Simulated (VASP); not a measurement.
# Li2Se (Immm) in VASP: further runs

Runs on Li2Se. Level: LDA. Tasks: single point.

All numbers are computed with VASP 6.6.1; they aren't measurements. Logs are shortened: lines on timing, memory, paths and dates and some standing lists are left out, and cuts for length are marked.

## Step 1: The cell of the first run

The structure is orthorhombic, space group Immm (No. 71). Conventional cell: a = 4.218 Å, b = 4.274 Å, c = 6.005 Å, α = 90.00°, β = 90.00°, γ = 90.00°. Li (site symmetry mm2) has 4 Se at 2.59 to 2.61 Å and 6 Li at 3.00 Å within 3.4 Å. Se (site symmetry mmm) has 8 Li at 2.59 to 2.61 Å within 3.4 Å.

## Step 2: Single point, LDA

The input, INCAR:

```
SYSTEM = Li2Se
  PREC = Accurate
  ENCUT = 750
  EDIFF = 1E-6
  ISMEAR = 0
  SIGMA = 0.02
  LREAL = .False.
  LASPH = .True.
  NELM = 120
  ALGO = Normal
  ISIF = 2
  LWAVE = .False.
  LCHARG = .True.
  LELF = .True.
  LVHAR = .True.
  NBANDS = 13
  GGA_COMPAT = .False.
```

The input, KPOINTS:

```
Automatic mesh
0
Gamma
  6 6 6
  0 0 0
```

The input, POSCAR:

```
Li2Se
1.0
   -0.0200166667      3.0025000000      3.0025000000
    3.0025000000     -0.0200166667      3.0025000000
    2.9824833333      2.9824833333      0.0000000000
Li Se
2 1
Direct
    0.2500000000      0.2500000000      0.2500000000
    0.7500000000      0.7500000000      0.7500000000
    0.0000000000      0.0000000000      0.0000000000
```

Potentials or basis: VASP PAW LDA potentials, release 64 (Li_sv, Se).

Command:

```bash
$ cat potpaw_LDA.64/Li_sv/POTCAR potpaw_LDA.64/Se/POTCAR > POTCAR
$ mpirun -np 1 vasp_std > vasp.out
```

OUTCAR:

```text
SYSTEM = Li2Se
   PREC = Accurate
   ENCUT = 750
   EDIFF = 1E-6
   ISMEAR = 0
   LREAL = .False.
   LASPH = .True.
   NELM = 120
   ISIF = 2

 ion  position               nearest neighbor table
   1  0.250  0.250  0.250-   3 2.59   3 2.59   3 2.61   3 2.61
   2  0.750  0.750  0.750-   3 2.59   3 2.59   3 2.61   3 2.61
   3  0.000  0.000  0.000-   2 2.59   1 2.59   2 2.59   1 2.59   2 2.61   2 2.61   1 2.61   1 2.61

  LATTYP: Found a body centered orthorhombic cell.
 ALAT       =     4.2178683795
 B/A-ratio  =     1.0134228188
 C/A-ratio  =     1.4237049286

  Lattice vectors:

 A1 = (   0.0200166667,  -3.0025000000,  -3.0025000000)
 A2 = (  -0.0200166667,   3.0025000000,  -3.0025000000)
 A3 = (   3.0025000000,  -0.0200166667,   3.0025000000)

Analysis of symmetry for initial positions (statically):
=====================================================================
 Subroutine PRICEL returns:
 Original cell was already a primitive cell.

 Routine SETGRP: Setting up the symmetry group for a
 body centered orthorhombic supercell.

 Subroutine GETGRP returns: Found  8 space group operations
 (whereof  8 operations were pure point group operations)
 out of a pool of  8 trial point group operations.

The static configuration has the point symmetry D_2h.

Analysis of symmetry for dynamics (positions and initial velocities):
=====================================================================
 Subroutine PRICEL returns:
 Original cell was already a primitive cell.

 Routine SETGRP: Setting up the symmetry group for a
 body centered orthorhombic supercell.

 Subroutine GETGRP returns: Found  8 space group operations
 (whereof  8 operations were pure point group operations)
 out of a pool of  8 trial point group operations.

The dynamic configuration has the point symmetry D_2h.

 Subroutine INISYM returns: Found  8 space group operations
 (whereof  8 operations are pure point group operations),
 and found     1 'primitive' translations

----------------------------------------------------------------------------------------

                                     Primitive cell

  volume of cell :      54.1327

  direct lattice vectors                    reciprocal lattice vectors
    -0.020016667  3.002500000  3.002500000    -0.165425060  0.165425060  0.166527893
     3.002500000 -0.020016667  3.002500000     0.165425060 -0.165425060  0.166527893
     2.982483333  2.982483333  0.000000000     0.167645530  0.167645530 -0.166527893

  length of vectors
     4.246223400  4.246223400  4.217868380     0.287162741  0.287162741  0.289726745

  position of ions in fractional coordinates (direct lattice)
     0.250000000  0.250000000  0.250000000
     0.750000000  0.750000000  0.750000000
     0.000000000  0.000000000  0.000000000

  ion indices of the primitive-cell ions
   primitive index   ion index
                 1           1
                 2           2
                 3           3

----------------------------------------------------------------------------------------

 KPOINTS: Automatic mesh

Automatic generation of k-mesh.
 Grid dimensions read from file:
 generate k-points for:    6    6    6

 Generating k-lattice:

  Cartesian coordinates                     Fractional coordinates (reciprocal lattice)
    -0.027570843  0.027570843  0.027754649     0.166666667  0.000000000  0.000000000
     0.027570843 -0.027570843  0.027754649     0.000000000  0.166666667  0.000000000
     0.027940922  0.027940922 -0.027754649     0.000000000  0.000000000  0.166666667

  Length of vectors
     0.047860457  0.047860457  0.048287791

  Shift w.r.t. Gamma in fractional coordinates (k-lattice)
     0.000000000  0.000000000  0.000000000

 Subroutine IBZKPT returns following result:
 ===========================================

 Found     46 irreducible k-points:

 Following reciprocal coordinates:
            Coordinates               Weight
  0.000000  0.000000  0.000000      1.000000
  0.166667  0.000000  0.000000      4.000000
  0.333333  0.000000  0.000000      4.000000
  0.500000  0.000000  0.000000      2.000000
  0.166667  0.166667  0.000000      2.000000
  0.333333  0.166667  0.000000      4.000000
[... 16 lines left out ...]
 -0.166667  0.333333  0.166667      4.000000
  0.500000  0.500000  0.166667      4.000000
 [... further k-points ...]
   k-points           NKPTS =     46   k-points in BZ     NKDIM =     46   number of bands    NBANDS=     13
   number of dos      NEDOS =    301   number of ions     NIONS =      3
   total plane-waves  NPLWV =  64000
   dimension x,y,z NGX =    40 NGY =   40 NGZ =   40
   dimension x,y,z NGXF=    80 NGYF=   80 NGZF=   80
   ions per type =               2   1
   NGX,Y,Z   is equivalent  to a cutoff of  15.66, 15.66, 15.77 a.u.
   NGXF,Y,Z  is equivalent  to a cutoff of  31.32, 31.32, 31.53 a.u.
 SYSTEM =  Li2Se
   PREC   = accura    normal or accurate (medium, high low for compatibility)
   ISTART =      0    job   : 0-new  1-cont  2-samecut
   ICHARG =      2    charge: 1-file 2-atom 10-const
   ISPIN  =      1    spin polarized calculation?
   LNONCOLLINEAR =      F non collinear calculations
   LSORBIT =      F    spin-orbit coupling
   LASPH  =      T    aspherical Exc in radial PAW
   ENCUT  =  750.0 eV  55.12 Ry    7.42 a.u.   9.48  9.48  9.42*2*pi/ulx,y,z
   NELM   =    120;   NELMIN=  2; NELMDL= -5     # of ELM steps
   EDIFF  = 0.1E-05   stopping-criterion for ELM
   LREAL  =      F    real-space projection
   EDIFFG = 0.1E-04   stopping-criterion for IOM
   NSW    =      0    number of steps for IOM
   IBRION =     -1    ionic relax: 0-MD 1-quasi-New 2-CG
   NFREE  =      0    steps in history (QN), initial steepest desc. (CG)
   ISIF   =      2    stress and relaxation
   ISYM   =      2    0-nonsym 1-usesym 2-fastsym
   POTIM  = 0.5000    time-step for ionic-motion
   TEBEG  =    0.0;   TEEND  =   0.0 temperature during run
   PSTRESS=    0.0 pullay stress
   NELECT =      12.0000    total number of electrons
   NUPDOWN=      -1.0000    fix difference up-down
   EMIN   =  10.00;   EMAX   =-10.00  energy-range for DOS
   EFERMI =   0.00;   METHOD = LEGACY
   ISMEAR =     0;   SIGMA  =   0.02  broadening in eV -4-tet -1-fermi 0-gaus
   EFERMI_NEDOS =   21; number of points for ismear=-14 and -15
   IALGO  =     38    algorithm
   IMIX   =      4    mixing-type and parameters
     AMIX     =   0.40;   BMIX     =  1.00
     AMIX_MAG =   1.60;   BMIX_MAG =  1.00
  volume/ion in A,a.u.               =      18.04       121.77
  Fermi-wavevector in a.u.,A,eV,Ry     =   0.990791  1.872323 13.356384  0.981667
  Thomas-Fermi vector in A             =   2.122486
   LORBIT       =      0    0 simple, 1 ext, 2 COOP (PROOUT), +10 PAW based schemes
   GGA     = CA    functional components
   LHFCALC =     F    Hartree Fock is set to
   AEXX    =    0.0000 exact exchange contribution
   IVDW    =     0    specifies the selected vdW correction
   LEPSILON=     F    determine dielectric tensor
   LRPA    =     F    only Hartree local field effects (RPA)
 non-spin polarized calculation
 Gauss-broadening in eV      SIGMA  =   0.02
  energy-cutoff  :      750.00
  volume of cell :       54.13
 maximum number of plane-waves:      2557
 NGX is ok and might be reduce to    40
   NGX = 19   NGY = 19   NGZ = 19

 number of electron      12.0000002 magnetization

 Free energy of the ion-electron system (eV)
  ---------------------------------------------------
  ext. energy  EPLUGINS =         0.00000000
  ---------------------------------------------------
  free energy    TOTEN  =       -12.14369882 eV

  energy without entropy =      -12.14369882  energy(sigma->0) =      -12.14369882

 E-fermi :   1.1505     XC(G=0):  -8.5376

 val. band max:        0.9913886267   @ k =   0.0000   0.0000   0.0000
 cond. band min:       3.7807265162   @ k =   0.5000   0.5000   0.0000
 fundamental gap:      2.7893378895
 Fermi energy:         1.1505108887

 k-point     1 :       0.0000    0.0000    0.0000
  band No.  band energies     occupation
      1     -42.7481      2.00000
      2     -42.7211      2.00000
      3     -10.4461      2.00000
      4       0.9568      2.00000
      5       0.9732      2.00000
      6       0.9914      2.00000
      7       4.1767      0.00000
      8       6.3741      0.00000
      9       6.4478      0.00000
     10       6.5155      0.00000
     11      11.5348      0.00000
     12      11.5365      0.00000
     13      11.6643      0.00000

 k-point     2 :       0.1667    0.0000    0.0000
  band No.  band energies     occupation
      1     -42.7461      2.00000
      2     -42.7227      2.00000
      3     -10.3652      2.00000
      4      -0.0813      2.00000
      5       0.8173      2.00000
      6       0.8351      2.00000
      7       4.9306      0.00000
      8       6.7819      0.00000
      9       6.8692      0.00000
     10       7.0391      0.00000
     11       9.9772      0.00000
     12      10.0276      0.00000
     13      11.8783      0.00000

 k-point     3 :       0.3333    0.0000    0.0000
  band No.  band energies     occupation
      1     -42.7410      2.00000
      2     -42.7274      2.00000
      3     -10.1900      2.00000
      4      -1.4295      2.00000
      5       0.5630      2.00000
      6       0.5705      2.00000
      7       5.6685      0.00000
      8       6.9468      0.00000
      9       7.0120      0.00000
     10       8.2460      0.00000
     11      10.3816      0.00000
     12      10.4932      0.00000
     13      12.5870      0.00000
[... 305 lines left out ...]
 k-point    23 :      -0.1667    0.3333    0.1667
  band No.  band energies     occupation
      1     -42.7385      2.00000
      2     -42.7295      2.00000
      3     -10.0725      2.00000
      4      -1.2782      2.00000
      5      -0.4804      2.00000
      6       0.0181      2.00000
      7       5.6794      0.00000
      8       7.2507      0.00000
      9       7.7808      0.00000
     10       9.4517      0.00000
     11      10.0419      0.00000
     12      11.9357      0.00000
     13      14.0757      0.00000

 k-point    24 :       0.5000    0.5000    0.1667
  band No.  band energies     occupation
      1     -42.7378      2.00000
      2     -42.7300      2.00000
      3     -10.0062      2.00000
      4      -1.2698      2.00000
      5      -0.6231      2.00000
      6      -0.3366      2.00000
      7       4.5548      0.00000
      8       7.5404      0.00000
      9       9.2637      0.00000
     10       9.5728      0.00000
     11      11.5570      0.00000
     12      12.4261      0.00000
     13      13.0387      0.00000

 [... further k-points ...]
[... 5 lines left out ...]
  --------------------------------------------------------------------------------------
  -------------------------------------------------------------------------------------
  Total       -0.8794920     -0.8794920     -0.8802191      0.1246572      0.0000000      0.0000000
  in kB      -26.0305147    -26.0305147    -26.0520338      3.6895066      0.0000000      0.0000000
  external PRESSURE =     -26.0376877 kB  Pullay stress =       0.0000000 kB

 VOLUME and BASIS-vectors are now :
 -----------------------------------------------------------------------------
  energy-cutoff  :      750.00
  volume of cell :       54.13
      direct lattice vectors                 reciprocal lattice vectors
    -0.020016667  3.002500000  3.002500000    -0.165425060  0.165425060  0.166527893
     3.002500000 -0.020016667  3.002500000     0.165425060 -0.165425060  0.166527893
     2.982483333  2.982483333  0.000000000     0.167645530  0.167645530 -0.166527893

 POSITION                                       TOTAL-FORCE (eV/Angst)
 -----------------------------------------------------------------------------------
      1.49124      1.49124      1.50125         0.000000      0.000000      0.010929
      4.47372      4.47372      4.50375        -0.000000     -0.000000     -0.010929
      0.00000      0.00000      0.00000         0.000000     -0.000000     -0.000000
 -----------------------------------------------------------------------------------
    total drift:                                0.000000     -0.000000      0.000000

  FREE ENERGIE OF THE ION-ELECTRON SYSTEM (eV)
  ---------------------------------------------------
  free  energy   TOTEN  =       -12.1436988195 eV

  energy  without entropy=      -12.1436988195  energy(sigma->0) =      -12.14369882
```

It took 36 s on 1 thread of AMD EPYC 7R13 (Zen 3), shared host; peak memory 0.19 GiB.

What came out:

* Free energy: -12.1437 eV
* Pressure: -2.6 GPa
* Largest force: 0.011 eV/Å
* Band gap on the k mesh: 2.79 eV, indirect (least direct gap 3.19 eV)

Forces on the atoms (eV/Å):
```
Li   0.000  0.000  0.011
Li   0.000  0.000 -0.011
Se   0.000  0.000  0.000
```

Levels at points of the mesh, in eV from the valence-band top:
```
           k point  band 4  band 5  band 6  band 7  band 8  band 9
(0.00, 0.00, 0.00)   -0.03   -0.02    0.00    3.19    5.38    5.46
(0.50, 0.00, 0.00)   -2.95   -0.54   -0.54    4.96    5.80    5.86
(0.50, 0.50, 0.00)   -2.31   -1.53   -1.44    2.79    6.08   10.06
(0.00, 0.00, 0.50)   -2.95   -0.57   -0.57    4.94    5.74    5.81
(0.50, 0.00, 0.50)   -2.31   -1.48   -1.48    2.79    6.08   10.08
```

A k mesh can miss the band edges. As with any semilocal functional, this LDA gap is likely too small.

## Step 3: Single point, LDA

The input, INCAR:

```
PREC     = Accurate       # precision mode
ENCUT    = 750            # plane-wave cutoff, eV
EDIFF    = 1E-6           # SCF threshold, eV
ISMEAR   = 0              # smearing method
SIGMA    = 0.02           # smearing width, eV
LREAL    = False          # projectors in reciprocal space
LASPH    = True           # aspherical terms in the spheres
NELM     = 120            # most SCF steps
ALGO     = Normal         # electronic algorithm
ISIF     = 2              # what is computed and relaxed
LWAVE    = False          # write WAVECAR
LCHARG   = True           # write CHGCAR
GGA      = CA             # functional
LELF     = True           # ELF
LVHAR    = True         
NBANDS   = 13             # bands
GGA_COMPAT= False
```

The input, KPOINTS:

```
regular mesh
0
Gamma
  6 6 6
```

The input, POSCAR:

```
Li2Se
1.0
   -0.0100083333      3.0025000000      3.0025000000
    3.0025000000     -0.0100083333      3.0025000000
    2.9924916667      2.9924916667      0.0000000000
Li Se
2 1
Direct
    0.2500000000      0.2500000000      0.2500000000
    0.7500000000      0.7500000000      0.7500000000
    0.0000000000      0.0000000000      0.0000000000
```

Potentials or basis: VASP PAW LDA potentials, release 64 (Li_sv, Se).

Command:

```bash
$ cat potpaw_LDA.64/Li_sv/POTCAR potpaw_LDA.64/Se/POTCAR > POTCAR
$ mpirun -np 1 vasp_std > vasp.out
```

OUTCAR:

```text
PREC = Accurate
   ENCUT = 750
   EDIFF = 1E-6
   ISMEAR = 0
   LREAL = False
   LASPH = True
   NELM = 120
   ISIF = 2
   GGA = CA

 ion  position               nearest neighbor table
   1  0.250  0.250  0.250-   3 2.59   3 2.59   3 2.61   3 2.61
   2  0.750  0.750  0.750-   3 2.59   3 2.59   3 2.61   3 2.61
   3  0.000  0.000  0.000-   1 2.59   2 2.59   2 2.59   1 2.59   2 2.61   2 2.61   1 2.61   1 2.61

  LATTYP: Found a body centered orthorhombic cell.
 ALAT       =     4.2320223003
 B/A-ratio  =     1.0066889632
 C/A-ratio  =     1.4189433736

  Lattice vectors:

 A1 = (   0.0100083333,  -3.0025000000,  -3.0025000000)
 A2 = (  -0.0100083333,   3.0025000000,  -3.0025000000)
 A3 = (   3.0025000000,  -0.0100083333,   3.0025000000)

Analysis of symmetry for initial positions (statically):
=====================================================================
 Subroutine PRICEL returns:
 Original cell was already a primitive cell.

 Routine SETGRP: Setting up the symmetry group for a
 body centered orthorhombic supercell.

 Subroutine GETGRP returns: Found  8 space group operations
 (whereof  8 operations were pure point group operations)
 out of a pool of  8 trial point group operations.
[... 175 lines left out ...]
      1     -42.7485      2.00000
      2     -42.7215      2.00000
      3     -10.4462      2.00000
      4       0.9649      2.00000
      5       0.9733      2.00000
      6       0.9822      2.00000
      7       4.1783      0.00000
      8       6.4088      0.00000
      9       6.4448      0.00000
     10       6.4794      0.00000
     11      11.5343      0.00000
     12      11.5348      0.00000
     13      11.6699      0.00000
[... 354 lines left out ...]
  band No.  band energies     occupation
      1     -42.7382      2.00000
      2     -42.7304      2.00000
      3     -10.0072      2.00000
      4      -1.2734      2.00000
      5      -0.6324      2.00000
      6      -0.3180      2.00000
      7       4.5573      0.00000
      8       7.5233      0.00000
      9       9.2631      0.00000
     10       9.5847      0.00000
     11      11.5535      0.00000
     12      12.4246      0.00000
     13      13.0611      0.00000

 [... further k-points ...]
[... 5 lines left out ...]
  --------------------------------------------------------------------------------------
  -------------------------------------------------------------------------------------
  Total       -0.8814313     -0.8814313     -0.8816390      0.0622831      0.0000000      0.0000000
  in kB      -26.0870405    -26.0870405    -26.0931899      1.8433448      0.0000000      0.0000000
  external PRESSURE =     -26.0890903 kB  Pullay stress =       0.0000000 kB

 VOLUME and BASIS-vectors are now :
 -----------------------------------------------------------------------------
  energy-cutoff  :      750.00
  volume of cell :       54.13
      direct lattice vectors                 reciprocal lattice vectors
    -0.010008333  3.002500000  3.002500000    -0.165974645  0.165974645  0.166527893
     3.002500000 -0.010008333  3.002500000     0.165974645 -0.165974645  0.166527893
     2.992491667  2.992491667  0.000000000     0.167084843  0.167084843 -0.166527893

 POSITION                                       TOTAL-FORCE (eV/Angst)
 -----------------------------------------------------------------------------------
      1.49625      1.49625      1.50125         0.000000      0.000000      0.005463
      4.48874      4.48874      4.50375        -0.000000     -0.000000     -0.005463
      0.00000      0.00000      0.00000        -0.000000      0.000000      0.000000
 -----------------------------------------------------------------------------------
    total drift:                                0.000000     -0.000000      0.000000

  FREE ENERGIE OF THE ION-ELECTRON SYSTEM (eV)
  ---------------------------------------------------
  free  energy   TOTEN  =       -12.1442915641 eV

  energy  without entropy=      -12.1442915641  energy(sigma->0) =      -12.14429156
```

Wall time 37 s (1 thread of AMD EPYC 7R13 (Zen 3), shared host); peak memory 0.19 GiB.

What came out:

```
Free energy            : -12.1443 eV
Pressure               : -2.6 GPa
Largest force          : 0.005 eV/Å
Band gap on the k mesh : 2.80 eV, indirect (least direct gap 3.20 eV)
```

Forces in eV/Å, atoms in the order of the input:
```
Li   0.000  0.000  0.005
Li   0.000  0.000 -0.005
Se   0.000  0.000  0.000
```

A k mesh can miss the band edges. As with any semilocal functional, this LDA gap is likely too small.
